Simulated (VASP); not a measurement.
# Sb (P-1) in VASP: further runs

Sb is run at these levels: LDA; tasks: single point.

Program: VASP 6.6.1. These are calculated values, not measurements. Logs are shortened: lines on timing, memory, paths and dates and some standing lists are left out, and cuts for length are marked.

### Step 1. The cell of the first run

The typed cell holds 2 atoms: a = 4.527 Å, b = 4.479 Å, c = 4.472 Å, α = 57.17°, β = 57.37°, γ = 57.05°.

### Step 2. Single point, LDA (equal xy, yz and zx shear strains of +1 %)

Contents of INCAR:

```
SYSTEM = Sb
PREC = Accurate
ENCUT = 520
EDIFF = 1E-6
ISMEAR = -1
SIGMA = 0.03
LREAL = .FALSE.
LASPH = .TRUE.
NELM = 100
ALGO = Normal
ISIF = 2
LWAVE = .FALSE.
LCHARG = .FALSE.
GGA = CA
NBANDS = 12
```

Contents of KPOINTS:

```
Automatic mesh
0
G
  12 12 12
  0 0 0
```

Contents of POSCAR:

```
Sb
1.0
    2.1755285804      1.2711226823      3.7609612501
   -2.1256720836      1.2496166789      3.7394552467
    0.0063035032     -2.4645793611      3.7315835032
Sb
2
Direct
    0.2336400000      0.2336400000      0.2336400000
    0.7663600000      0.7663600000      0.7663600000
```

Potentials or basis: VASP PAW LDA potentials, release 64 (Sb).

On the command line:

```bash
> cat potpaw_LDA.64/Sb/POTCAR > POTCAR
> mpirun -np 1 vasp_std > vasp.out
```

OUTCAR:

```text
SYSTEM = Sb
   PREC = Accurate
   ENCUT = 520
   EDIFF = 1E-6
   ISMEAR = -1
   LREAL = .FALSE.
   LASPH = .TRUE.
   NELM = 100
   ISIF = 2
   GGA = CA

 ion  position               nearest neighbor table
   1  0.234  0.234  0.234-   2 2.90   2 2.90   2 2.92   2 3.33   2 3.34   2 3.36
   2  0.766  0.766  0.766-   1 2.90   1 2.90   1 2.92   1 3.33   1 3.34   1 3.36

  LATTYP: Found a triclinic cell.
 ALAT       =     4.2825966528
 B/A-ratio  =     1.0043692043
 C/A-ratio  =     1.0442294875
 COS(alpha) =     0.0028260665
 COS(beta)  =     0.4771343158
 COS(gamma) =     0.4934652004

  Lattice vectors:

 A1 = (   2.1319755868,  -3.7141960400,  -0.0078717435)
 A2 = (   4.3012006640,   0.0215060034,   0.0215060034)
 A3 = (   0.0063035032,  -2.4645793611,   3.7315835032)

Analysis of symmetry for initial positions (statically):
=====================================================================
 Subroutine PRICEL returns:
 Original cell was already a primitive cell.

 Routine SETGRP: Setting up the symmetry group for a
 triclinic supercell.

 Subroutine GETGRP returns: Found  2 space group operations
 (whereof  2 operations were pure point group operations)
 out of a pool of  2 trial point group operations.

The static configuration has the point symmetry S_2 .

Analysis of symmetry for dynamics (positions and initial velocities):
=====================================================================
 Subroutine PRICEL returns:
 Original cell was already a primitive cell.

 Routine SETGRP: Setting up the symmetry group for a
 triclinic supercell.

 Subroutine GETGRP returns: Found  2 space group operations
 (whereof  2 operations were pure point group operations)
 out of a pool of  2 trial point group operations.

The dynamic configuration has the point symmetry S_2 .

 Subroutine INISYM returns: Found  2 space group operations
 (whereof  2 operations are pure point group operations),
 and found     1 'primitive' translations

----------------------------------------------------------------------------------------

                                     Primitive cell

  volume of cell :      59.9810

  direct lattice vectors                    reciprocal lattice vectors
     2.175528580  1.271122682  3.760961250     0.231393981  0.132636998  0.087211184
    -2.125672084  1.249616679  3.739455247    -0.233615598  0.134950479  0.089524665
     0.006303503 -2.464579361  3.731583503     0.000892725 -0.268916369  0.090371457

  length of vectors
     4.526975481  4.479235336  4.472013708     0.280609227  0.284257884  0.283696688

  position of ions in fractional coordinates (direct lattice)
     0.233640000  0.233640000  0.233640000
     0.766360000  0.766360000  0.766360000

  ion indices of the primitive-cell ions
   primitive index   ion index
                 1           1
                 2           2

----------------------------------------------------------------------------------------

 KPOINTS: Automatic mesh

Automatic generation of k-mesh.
 Grid dimensions read from file:
 generate k-points for:   12   12   12

 Generating k-lattice:

  Cartesian coordinates                     Fractional coordinates (reciprocal lattice)
     0.019282832  0.011053083  0.007267599     0.083333333 -0.000000000 -0.000000000
    -0.019467966  0.011245873  0.007460389    -0.000000000  0.083333333  0.000000000
     0.000074394 -0.022409697  0.007530955     0.000000000  0.000000000  0.083333333

  Length of vectors
     0.023384102  0.023688157  0.023641391

  Shift w.r.t. Gamma in fractional coordinates (k-lattice)
     0.000000000  0.000000000  0.000000000

 Subroutine IBZKPT returns following result:
 ===========================================

 Found    868 irreducible k-points:

 Following reciprocal coordinates:
            Coordinates               Weight
  0.000000  0.000000  0.000000      1.000000
  0.083333  0.000000  0.000000      2.000000
  0.166667  0.000000  0.000000      2.000000
  0.250000  0.000000  0.000000      2.000000
  0.333333  0.000000  0.000000      2.000000
  0.416667  0.000000  0.000000      2.000000
[... 16 lines left out ...]
  0.250000  0.166667  0.000000      2.000000
  0.333333  0.166667  0.000000      2.000000
 [... further k-points ...]
   k-points           NKPTS =    868   k-points in BZ     NKDIM =    868   number of bands    NBANDS=     12
   number of dos      NEDOS =    301   number of ions     NIONS =      2
   total plane-waves  NPLWV =  46656
   dimension x,y,z NGX =    36 NGY =   36 NGZ =   36
   dimension x,y,z NGXF=    72 NGYF=   72 NGZF=   72
   ions per type =               2
   NGX,Y,Z   is equivalent  to a cutoff of  13.22, 13.36, 13.38 a.u.
   NGXF,Y,Z  is equivalent  to a cutoff of  26.44, 26.72, 26.77 a.u.
 SYSTEM =  Sb
   PREC   = accura    normal or accurate (medium, high low for compatibility)
   ISTART =      0    job   : 0-new  1-cont  2-samecut
   ICHARG =      2    charge: 1-file 2-atom 10-const
   ISPIN  =      1    spin polarized calculation?
   LNONCOLLINEAR =      F non collinear calculations
   LSORBIT =      F    spin-orbit coupling
   LASPH  =      T    aspherical Exc in radial PAW
   ENCUT  =  520.0 eV  38.22 Ry    6.18 a.u.   8.42  8.33  8.31*2*pi/ulx,y,z
   NELM   =    100;   NELMIN=  2; NELMDL= -5     # of ELM steps
   EDIFF  = 0.1E-05   stopping-criterion for ELM
   LREAL  =      F    real-space projection
   EDIFFG = 0.1E-04   stopping-criterion for IOM
   NSW    =      0    number of steps for IOM
   IBRION =     -1    ionic relax: 0-MD 1-quasi-New 2-CG
   NFREE  =      0    steps in history (QN), initial steepest desc. (CG)
   ISIF   =      2    stress and relaxation
   ISYM   =      2    0-nonsym 1-usesym 2-fastsym
   POTIM  = 0.5000    time-step for ionic-motion
   TEBEG  =    0.0;   TEEND  =   0.0 temperature during run
   PSTRESS=    0.0 pullay stress
   NELECT =      10.0000    total number of electrons
   NUPDOWN=      -1.0000    fix difference up-down
   EMIN   =  10.00;   EMAX   =-10.00  energy-range for DOS
   EFERMI =   0.00;   METHOD = LEGACY
   ISMEAR =    -1;   SIGMA  =   0.03  broadening in eV -4-tet -1-fermi 0-gaus
   EFERMI_NEDOS =   21; number of points for ismear=-14 and -15
   IALGO  =     38    algorithm
   IMIX   =      4    mixing-type and parameters
     AMIX     =   0.40;   BMIX     =  1.00
     AMIX_MAG =   1.60;   BMIX_MAG =  1.00
  volume/ion in A,a.u.               =      29.99       202.39
  Fermi-wavevector in a.u.,A,eV,Ry     =   0.901025  1.702691 11.045845  0.811847
  Thomas-Fermi vector in A             =   2.024055
   LORBIT       =      0    0 simple, 1 ext, 2 COOP (PROOUT), +10 PAW based schemes
   GGA     = CA    functional components
   LHFCALC =     F    Hartree Fock is set to
   AEXX    =    0.0000 exact exchange contribution
   IVDW    =     0    specifies the selected vdW correction
   LEPSILON=     F    determine dielectric tensor
   LRPA    =     F    only Hartree local field effects (RPA)
 non-spin polarized calculation
  energy-cutoff  :      520.00
  volume of cell :       59.98
 maximum number of plane-waves:      1632
 NGX is ok and might be reduce to    36
   NGX = 17   NGY = 17   NGZ = 17

 number of electron      10.0000000 magnetization

 Free energy of the ion-electron system (eV)
  ---------------------------------------------------
  ext. energy  EPLUGINS =         0.00000000
  ---------------------------------------------------
  free energy    TOTEN  =        -9.61843002 eV

  energy without entropy =       -9.61808160  energy(sigma->0) =       -9.61825581

 E-fermi :   7.2050     XC(G=0):  -9.7477

 val. band max:        7.1118591486   @ k =   0.4167   0.0833   0.0833
 cond. band min:       7.2229271765   @ k =   0.0833   0.4167   0.0833
 fundamental gap:      0.1110680279
 Fermi energy:         7.2049888644

 k-point     1 :       0.0000    0.0000    0.0000
  band No.  band energies     occupation
      1      -5.5631      2.00000
      2       2.3771      2.00000
      3       5.1669      2.00000
      4       5.3310      2.00000
      5       5.5159      2.00000
      6       9.2858      0.00000
      7       9.8463      0.00000
      8       9.9819      0.00000
      9      12.2429      0.00000
     10      12.3493      0.00000
     11      12.4779      0.00000
     12      13.7635      0.00000

 k-point     2 :       0.0833    0.0000    0.0000
  band No.  band energies     occupation
      1      -5.4871      2.00000
      2       2.0117      2.00000
      3       5.2003      2.00000
      4       5.4689      2.00000
      5       5.5123      2.00000
      6       9.2571      0.00000
      7       9.6760      0.00000
      8       9.7785      0.00000
      9      11.9026      0.00000
     10      12.3061      0.00000
     11      12.3606      0.00000
     12      14.3157      0.00000

 k-point     3 :       0.1667    0.0000    0.0000
  band No.  band energies     occupation
      1      -5.2597      2.00000
      2       1.1650      2.00000
      3       5.2167      2.00000
      4       5.4440      2.00000
      5       5.8363      2.00000
      6       8.9910      0.00000
      7       9.2417      0.00000
      8       9.2949      0.00000
      9      11.7170      0.00000
     10      12.2917      0.00000
     11      12.6309      0.00000
     12      15.4411      0.00000
[... 286 lines left out ...]
 k-point    23 :       0.2500    0.1667    0.0000
  band No.  band energies     occupation
      1      -4.9230      2.00000
      2       0.6337      2.00000
      3       4.2759      2.00000
      4       4.6064      2.00000
      5       6.0647      2.00000
      6       8.4627      0.00000
      7       9.6173      0.00000
      8      10.4734      0.00000
      9      11.3257      0.00000
     10      13.5826      0.00000
     11      13.8998      0.00000
     12      15.0329      0.00000

 k-point    24 :       0.3333    0.1667    0.0000
  band No.  band energies     occupation
      1      -4.5227      2.00000
      2      -0.1826      2.00000
      3       4.1190      2.00000
      4       4.5006      2.00000
      5       5.5652      2.00000
      6       8.9709      0.00000
      7       9.7025      0.00000
      8      10.0832      0.00000
      9      11.1545      0.00000
     10      14.2272      0.00000
     11      14.7123      0.00000
     12      16.0974      0.00000

 [... further k-points ...]
[... 5 lines left out ...]
  --------------------------------------------------------------------------------------
  -------------------------------------------------------------------------------------
  Total       -0.0367190     -0.2493279     -0.3291509     -0.0416631     -0.2239100     -0.1170910
  in kB       -0.9808171     -6.6599040     -8.7920924     -1.1128823     -5.9809577     -3.1276691
  external PRESSURE =      -5.4776045 kB  Pullay stress =       0.0000000 kB

 VOLUME and BASIS-vectors are now :
 -----------------------------------------------------------------------------
  energy-cutoff  :      520.00
  volume of cell :       59.98
      direct lattice vectors                 reciprocal lattice vectors
     2.175528580  1.271122682  3.760961250     0.231393981  0.132636998  0.087211184
    -2.125672084  1.249616679  3.739455247    -0.233615598  0.134950479  0.089524665
     0.006303503 -2.464579361  3.731583503     0.000892725 -0.268916369  0.090371457

 POSITION                                       TOTAL-FORCE (eV/Angst)
 -----------------------------------------------------------------------------------
      0.01312      0.01312      2.62424        -0.031907     -0.048189      0.139539
      0.04304      0.04304      8.60776         0.031907      0.048189     -0.139539
 -----------------------------------------------------------------------------------
    total drift:                                0.000000     -0.000000      0.000000

  FREE ENERGIE OF THE ION-ELECTRON SYSTEM (eV)
  ---------------------------------------------------
  free  energy   TOTEN  =        -9.6184300221 eV

  energy  without entropy=       -9.6180815961  energy(sigma->0) =       -9.61825581
```

Wall time 14 min (1 thread of Oxide Virtual Turin-like, shared host); peak memory 0.56 GiB.

Results:

```yaml
Free_energy: -9.6184 eV
Pressure: -0.5 GPa
Largest_force: 0.151 eV/Å
Band_gap_on_the_k_mesh: zero (bands 5 and 6 overlap by 0.39 eV)
```

Forces in eV/Å, atoms in the order of the input:
```
Sb  -0.032 -0.048  0.140
Sb   0.032  0.048 -0.140
```

Stress tensor (GPa, compression positive):
```
-0.10 -0.11 -0.31
-0.11 -0.67 -0.60
-0.31 -0.60 -0.88
```

Caveat: the cell differs from its parent crystal (equal xy, yz and zx shear strains of +1 %); spin-orbit coupling is left out, which moves the levels of the heavy elements.

### Step 3. Single point, LDA (equal xy, yz and zx shear strains of +2 %)

Contents of INCAR:

```
PREC = Accurate
ENCUT = 520
EDIFF = 1E-7
ISMEAR = -1
SIGMA = 0.03
LREAL = False
LASPH = True
NELM = 60
ALGO = Normal
ISIF = 2
LWAVE = False
LCHARG = False
NBANDS = 12
```

Contents of KPOINTS:

```
Automatic mesh
0
Gamma
  12 12 12
```

Contents of POSCAR:

```
Sb
1.0
    2.2004568288      1.3005956839      3.7779225001
   -2.1007438352      1.2575836773      3.7349104935
    0.0126070064     -2.4458593611      3.7191670064
Sb
2
Direct
    0.2336400000      0.2336400000      0.2336400000
    0.7663600000      0.7663600000      0.7663600000
```

Potentials or basis: VASP PAW LDA potentials, release 64 (Sb).

On the command line:

```bash
> cat potpaw_LDA.64/Sb/POTCAR > POTCAR
> mpirun -np 1 vasp_std > vasp.out
```

It took 9.7 min on 1 thread of Oxide Virtual Turin-like, shared host; peak memory 0.57 GiB.

It converged, with:

```yaml
Free_energy: -9.6128 eV
Pressure: -0.5 GPa
Largest_force: 0.181 eV/Å
Band_gap_on_the_k_mesh: zero (bands 5 and 6 overlap by 0.45 eV)
```

Forces in eV/Å, atoms in the order of the input:
```
Sb  -0.059 -0.095  0.142
Sb   0.059  0.095 -0.142
```

Stress tensor (GPa, compression positive):
```
 0.18 -0.21 -0.61
-0.21 -0.92 -1.17
-0.61 -1.17 -0.84
```

Levels at points of the mesh, in eV from the Fermi level:
| k point | band 3 | band 4 | band 5 | band 6 | band 7 | band 8 |
| --- | --- | --- | --- | --- | --- | --- |
| (0.00, 0.00, 0.00) | -2.01 | -1.93 | -1.55 | 2.10 | 2.62 | 2.88 |
| (0.50, 0.00, 0.00) | -1.76 | -1.60 | -0.19 | -0.05 | 0.39 | 0.66 |
| (0.00, 0.50, 0.00) | -1.97 | -1.77 | -0.34 | -0.28 | 0.20 | 0.51 |
| (0.50, 0.50, 0.00) | -5.37 | -3.66 | -3.61 | 1.59 | 5.00 | 5.58 |
| (0.00, 0.00, 0.50) | -1.91 | -1.86 | -0.23 | -0.16 | 0.12 | 0.56 |
| (0.50, 0.00, 0.50) | -5.41 | -3.77 | -3.57 | 1.55 | 4.87 | 5.61 |
| (0.00, 0.50, 0.50) | -5.44 | -3.85 | -3.48 | 1.59 | 4.90 | 5.65 |
| (0.50, 0.50, 0.50) | -1.32 | -1.19 | -0.50 | 0.13 | 0.24 | 1.18 |

Caveat: the cell differs from its parent crystal (equal xy, yz and zx shear strains of +2 %); spin-orbit coupling is left out, which moves the levels of the heavy elements.

The gap in the log of VASP goes by the Fermi energy; the results here count the filled bands.